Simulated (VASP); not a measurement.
# BaO (Fm-3m) in VASP: single point with LDA

Aim: the single point of BaO with LDA.

Everything below comes from runs of VASP 6.6.1. Logs are shortened: lines on timing, memory, paths and dates and some standing lists are left out, and cuts for length are marked.

## 1. The cell of the first run

Symmetry: Fm-3m, No. 225, cubic system. The conventional cell has a = 5.434 Å, b = 5.434 Å, c = 5.434 Å, α = 90.00°, β = 90.00°, γ = 90.00°. Ba (site symmetry m-3m) has 6 O at 2.72 Å within 3.6 Å. Within 3.6 Å of O (site symmetry m-3m) lie 6 Ba at 2.72 Å.

## 2. Single point, LDA

Contents of INCAR:

```
PREC = Accurate
ENCUT = 600
EDIFF = 1E-6
ISMEAR = 0
SIGMA = 0.02
LREAL = F
LASPH = T
NELM = 120
ALGO = Normal
ISIF = 2
LWAVE = F
LCHARG = F
NBANDS = 15
GGA_COMPAT = F
```

Contents of KPOINTS:

```
regular mesh
0
Gamma
  8 8 8
```

Contents of POSCAR:

```
BaO
1.0
    0.0000000000      2.7170902275      2.7170902275
    2.7170902275      0.0000000000      2.7170902275
    2.7170902275      2.7170902275      0.0000000000
Ba O
1 1
Direct
    0.0000000000      0.0000000000      0.0000000000
    0.5000000000      0.5000000000      0.5000000000
```

Potentials or basis: VASP PAW LDA potentials, release 64 (Ba_sv, O).

Started as:

```
$ cat potpaw_LDA.64/Ba_sv/POTCAR potpaw_LDA.64/O/POTCAR > POTCAR
$ mpirun -np 1 vasp_std > vasp.out
```

OUTCAR:

```text
PREC = Accurate
   ENCUT = 600
   EDIFF = 1E-6
   ISMEAR = 0
   LREAL = F
   LASPH = T
   NELM = 120
   ISIF = 2

 ion  position               nearest neighbor table
   1  0.000  0.000  0.000-   2 2.72   2 2.72   2 2.72   2 2.72   2 2.72   2 2.72
   2  0.500  0.500  0.500-   1 2.72   1 2.72   1 2.72   1 2.72   1 2.72   1 2.72

  LATTYP: Found a face centered cubic cell.
 ALAT       =     5.4341804550

  Lattice vectors:

 A1 = (   0.0000000000,   2.7170902275,   2.7170902275)
 A2 = (   2.7170902275,   0.0000000000,   2.7170902275)
 A3 = (   2.7170902275,   2.7170902275,   0.0000000000)

Analysis of symmetry for initial positions (statically):
=====================================================================
 Subroutine PRICEL returns:
 Original cell was already a primitive cell.

 Routine SETGRP: Setting up the symmetry group for a
 face centered cubic supercell.

 Subroutine GETGRP returns: Found 48 space group operations
 (whereof 48 operations were pure point group operations)
 out of a pool of 48 trial point group operations.

The static configuration has the point symmetry O_h .

Analysis of symmetry for dynamics (positions and initial velocities):
=====================================================================
 Subroutine PRICEL returns:
 Original cell was already a primitive cell.

 Routine SETGRP: Setting up the symmetry group for a
 face centered cubic supercell.

 Subroutine GETGRP returns: Found 48 space group operations
 (whereof 48 operations were pure point group operations)
 out of a pool of 48 trial point group operations.

The dynamic configuration has the point symmetry O_h .

 Subroutine INISYM returns: Found 48 space group operations
 (whereof 48 operations are pure point group operations),
 and found     1 'primitive' translations

----------------------------------------------------------------------------------------

                                     Primitive cell

  volume of cell :      40.1183

  direct lattice vectors                    reciprocal lattice vectors
     0.000000000  2.717090227  2.717090227    -0.184020389  0.184020389  0.184020389
     2.717090227  0.000000000  2.717090227     0.184020389 -0.184020389  0.184020389
     2.717090227  2.717090227  0.000000000     0.184020389  0.184020389 -0.184020389

  length of vectors
     3.842545850  3.842545850  3.842545850     0.318732663  0.318732663  0.318732663

  position of ions in fractional coordinates (direct lattice)
     0.000000000  0.000000000  0.000000000
     0.500000000  0.500000000  0.500000000

  ion indices of the primitive-cell ions
   primitive index   ion index
                 1           1
                 2           2

----------------------------------------------------------------------------------------

 KPOINTS: regular mesh

Automatic generation of k-mesh.
 Grid dimensions read from file:
 generate k-points for:    8    8    8

 Generating k-lattice:

  Cartesian coordinates                     Fractional coordinates (reciprocal lattice)
    -0.023002549  0.023002549  0.023002549     0.125000000  0.000000000  0.000000000
     0.023002549 -0.023002549  0.023002549     0.000000000  0.125000000  0.000000000
     0.023002549  0.023002549 -0.023002549     0.000000000  0.000000000  0.125000000

  Length of vectors
     0.039841583  0.039841583  0.039841583

  Shift w.r.t. Gamma in fractional coordinates (k-lattice)
     0.000000000  0.000000000  0.000000000

 Subroutine IBZKPT returns following result:
 ===========================================

 Found     29 irreducible k-points:

 Following reciprocal coordinates:
            Coordinates               Weight
  0.000000  0.000000  0.000000      1.000000
  0.125000  0.000000  0.000000      8.000000
  0.250000  0.000000  0.000000      8.000000
  0.375000  0.000000  0.000000      8.000000
  0.500000  0.000000  0.000000      4.000000
  0.125000  0.125000  0.000000      6.000000
[... 16 lines left out ...]
  0.500000  0.250000  0.125000     48.000000
 -0.375000  0.250000  0.125000     24.000000
 [... further k-points ...]
   k-points           NKPTS =     29   k-points in BZ     NKDIM =     29   number of bands    NBANDS=     15
   number of dos      NEDOS =    301   number of ions     NIONS =      2
   total plane-waves  NPLWV =  32768
   dimension x,y,z NGX =    32 NGY =   32 NGZ =   32
   dimension x,y,z NGXF=    64 NGYF=   64 NGZF=   64
   ions per type =               1   1
   NGX,Y,Z   is equivalent  to a cutoff of  13.84, 13.84, 13.84 a.u.
   NGXF,Y,Z  is equivalent  to a cutoff of  27.69, 27.69, 27.69 a.u.
 SYSTEM =  unknown system
   PREC   = accura    normal or accurate (medium, high low for compatibility)
   ISTART =      0    job   : 0-new  1-cont  2-samecut
   ICHARG =      2    charge: 1-file 2-atom 10-const
   ISPIN  =      1    spin polarized calculation?
   LNONCOLLINEAR =      F non collinear calculations
   LSORBIT =      F    spin-orbit coupling
   LASPH  =      T    aspherical Exc in radial PAW
   ENCUT  =  600.0 eV  44.10 Ry    6.64 a.u.   7.67  7.67  7.67*2*pi/ulx,y,z
   NELM   =    120;   NELMIN=  2; NELMDL= -5     # of ELM steps
   EDIFF  = 0.1E-05   stopping-criterion for ELM
   LREAL  =      F    real-space projection
   EDIFFG = 0.1E-04   stopping-criterion for IOM
   NSW    =      0    number of steps for IOM
   IBRION =     -1    ionic relax: 0-MD 1-quasi-New 2-CG
   NFREE  =      0    steps in history (QN), initial steepest desc. (CG)
   ISIF   =      2    stress and relaxation
   ISYM   =      2    0-nonsym 1-usesym 2-fastsym
   POTIM  = 0.5000    time-step for ionic-motion
   TEBEG  =    0.0;   TEEND  =   0.0 temperature during run
   PSTRESS=    0.0 pullay stress
   NELECT =      16.0000    total number of electrons
   NUPDOWN=      -1.0000    fix difference up-down
   EMIN   =  10.00;   EMAX   =-10.00  energy-range for DOS
   EFERMI =   0.00;   METHOD = LEGACY
   ISMEAR =     0;   SIGMA  =   0.02  broadening in eV -4-tet -1-fermi 0-gaus
   EFERMI_NEDOS =   21; number of points for ismear=-14 and -15
   IALGO  =     38    algorithm
   IMIX   =      4    mixing-type and parameters
     AMIX     =   0.40;   BMIX     =  1.00
     AMIX_MAG =   1.60;   BMIX_MAG =  1.00
  volume/ion in A,a.u.               =      20.06       135.37
  Fermi-wavevector in a.u.,A,eV,Ry     =   1.205038  2.277192 19.757248  1.452117
  Thomas-Fermi vector in A             =   2.340746
   LORBIT       =      0    0 simple, 1 ext, 2 COOP (PROOUT), +10 PAW based schemes
   GGA     = CA    functional components
   LHFCALC =     F    Hartree Fock is set to
   AEXX    =    0.0000 exact exchange contribution
   IVDW    =     0    specifies the selected vdW correction
   LEPSILON=     F    determine dielectric tensor
   LRPA    =     F    only Hartree local field effects (RPA)
 non-spin polarized calculation
 Gauss-broadening in eV      SIGMA  =   0.02
  energy-cutoff  :      600.00
  volume of cell :       40.12
 maximum number of plane-waves:      1363
   NGX = 15   NGY = 15   NGZ = 15

 number of electron      15.9999998 magnetization

 Free energy of the ion-electron system (eV)
  ---------------------------------------------------
  ext. energy  EPLUGINS =         0.00000000
  ---------------------------------------------------
  free energy    TOTEN  =       -13.10503656 eV

  energy without entropy =      -13.10503656  energy(sigma->0) =      -13.10503656

 E-fermi :   2.0600     XC(G=0): -10.3310

 val. band max:        1.9680617574   @ k =   0.5000   0.5000   0.0000
 cond. band min:       3.5661475004   @ k =   0.5000   0.5000   0.0000
 fundamental gap:      1.5980857429
 Fermi energy:         2.0599567372

 k-point     1 :       0.0000    0.0000    0.0000
  band No.  band energies     occupation
      1     -23.8236      2.00000
      2     -12.9105      2.00000
      3      -8.2102      2.00000
      4      -8.2102      2.00000
      5      -8.2102      2.00000
      6       1.4395      2.00000
      7       1.4395      2.00000
      8       1.4395      2.00000
      9       5.5272      0.00000
     10       6.5108      0.00000
     11       6.5108      0.00000
     12       6.5108      0.00000
     13       8.9751      0.00000
     14       8.9751      0.00000
     15      11.6540      0.00000

 k-point     2 :       0.1250    0.0000    0.0000
  band No.  band energies     occupation
      1     -23.7766      2.00000
      2     -13.0505      2.00000
      3      -8.2430      2.00000
      4      -8.2312      2.00000
      5      -8.2312      2.00000
      6       1.0737      2.00000
      7       1.2123      2.00000
      8       1.2123      2.00000
      9       6.1675      0.00000
     10       6.4065      0.00000
     11       6.8250      0.00000
     12       6.8250      0.00000
     13       9.4195      0.00000
     14       9.4195      0.00000
     15      12.7029      0.00000

 k-point     3 :       0.2500    0.0000    0.0000
  band No.  band energies     occupation
      1     -23.6595      2.00000
      2     -13.3881      2.00000
      3      -8.3162      2.00000
      4      -8.2804      2.00000
      5      -8.2804      2.00000
      6       0.3905      2.00000
      7       0.7324      2.00000
      8       0.7324      2.00000
      9       6.2780      0.00000
     10       7.6796      0.00000
     11       7.6796      0.00000
     12       7.8647      0.00000
     13      10.5111      0.00000
     14      10.5111      0.00000
     15      14.9811      0.00000

 k-point     4 :       0.3750    0.0000    0.0000
  band No.  band energies     occupation
      1     -23.5368      2.00000
      2     -13.7255      2.00000
      3      -8.3816      2.00000
      4      -8.3275      2.00000
      5      -8.3275      2.00000
      6      -0.1575      2.00000
      7       0.3207      2.00000
      8       0.3207      2.00000
      9       6.6002      0.00000
     10       8.7296      0.00000
     11       8.7296      0.00000
     12       9.5106      0.00000
     13      11.8781      0.00000
     14      11.8781      0.00000
     15      16.1671      0.00000
[... 307 lines left out ...]
 k-point    22 :       0.3750    0.2500    0.1250
  band No.  band energies     occupation
      1     -23.5748      2.00000
      2     -13.4414      2.00000
      3      -8.7361      2.00000
      4      -8.4786      2.00000
      5      -8.3725      2.00000
      6       0.2554      2.00000
      7       0.7211      2.00000
      8       1.4285      2.00000
      9       5.3502      0.00000
     10       7.7394      0.00000
     11       8.6327      0.00000
     12       9.0673      0.00000
     13      10.8048      0.00000
     14      11.5572      0.00000
     15      16.5303      0.00000

 k-point    23 :       0.5000    0.2500    0.1250
  band No.  band energies     occupation
      1     -23.4778      2.00000
      2     -13.5949      2.00000
      3      -8.9574      2.00000
      4      -8.7733      2.00000
      5      -8.3303      2.00000
      6       0.2595      2.00000
      7       0.5424      2.00000
      8       1.2665      2.00000
      9       5.9112      0.00000
     10       7.9752      0.00000
     11       9.4985      0.00000
     12       9.6443      0.00000
     13      11.8015      0.00000
     14      13.3044      0.00000
     15      14.9552      0.00000

 k-point    24 :      -0.3750    0.2500    0.1250
  band No.  band energies     occupation
      1     -23.4366      2.00000
      2     -13.6603      2.00000
      3      -8.9821      2.00000
      4      -8.9539      2.00000
      5      -8.3147      2.00000
      6       0.1301      2.00000
      7       0.8590      2.00000
      8       0.9172      2.00000
      9       6.7166      0.00000
     10       7.3483      0.00000
     11       9.9938      0.00000
     12      10.1079      0.00000
     13      12.4279      0.00000
     14      14.0132      0.00000
     15      14.3687      0.00000

 [... further k-points ...]

------------------------ aborting loop because EDIFF is reached ----------------------------------------

  FORCE on cell =-STRESS in cart. coord.  units (eV):
  Direction    XX          YY          ZZ          XY          YZ          ZX
  --------------------------------------------------------------------------------------
  -------------------------------------------------------------------------------------
  Total        0.5464848      0.5464848      0.5464848      0.0000000      0.0000000      0.0000000
  in kB       21.8246119     21.8246119     21.8246119      0.0000000      0.0000000      0.0000000
  external PRESSURE =      21.8246119 kB  Pullay stress =       0.0000000 kB

 VOLUME and BASIS-vectors are now :
 -----------------------------------------------------------------------------
  energy-cutoff  :      600.00
  volume of cell :       40.12
      direct lattice vectors                 reciprocal lattice vectors
     0.000000000  2.717090227  2.717090227    -0.184020389  0.184020389  0.184020389
     2.717090227  0.000000000  2.717090227     0.184020389 -0.184020389  0.184020389
     2.717090227  2.717090227  0.000000000     0.184020389  0.184020389 -0.184020389

 POSITION                                       TOTAL-FORCE (eV/Angst)
 -----------------------------------------------------------------------------------
      0.00000      0.00000      0.00000         0.000000      0.000000     -0.000000
      2.71709      2.71709      2.71709         0.000000     -0.000000      0.000000
 -----------------------------------------------------------------------------------
    total drift:                                0.000000     -0.000000      0.000000

  FREE ENERGIE OF THE ION-ELECTRON SYSTEM (eV)
  ---------------------------------------------------
  free  energy   TOTEN  =       -13.1050365620 eV

  energy  without entropy=      -13.1050365620  energy(sigma->0) =      -13.10503656
```

Run time: 17 s. Hardware: 1 thread of Intel Xeon 8259CL, shared host; peak memory 0.16 GiB.

What came out:

```
Free energy            : -13.1050 eV
Pressure               : 2.2 GPa
Band gap on the k mesh : 1.60 eV
```

Levels at points of the mesh, in eV from the valence-band top:
```tsv
k point	band 6	band 7	band 8	band 9	band 10	band 11
(0.00, 0.00, 0.00)	-0.53	-0.53	-0.53	3.56	4.54	4.54
(0.50, 0.00, 0.00)	-2.33	-1.80	-1.80	4.86	7.28	7.28
(0.50, 0.50, 0.00)	-0.26	-0.26	0.00	1.60	6.16	9.16
```

Caveat: spin-orbit coupling is left out, which moves the levels of the heavy elements. A k mesh can miss the band edges.
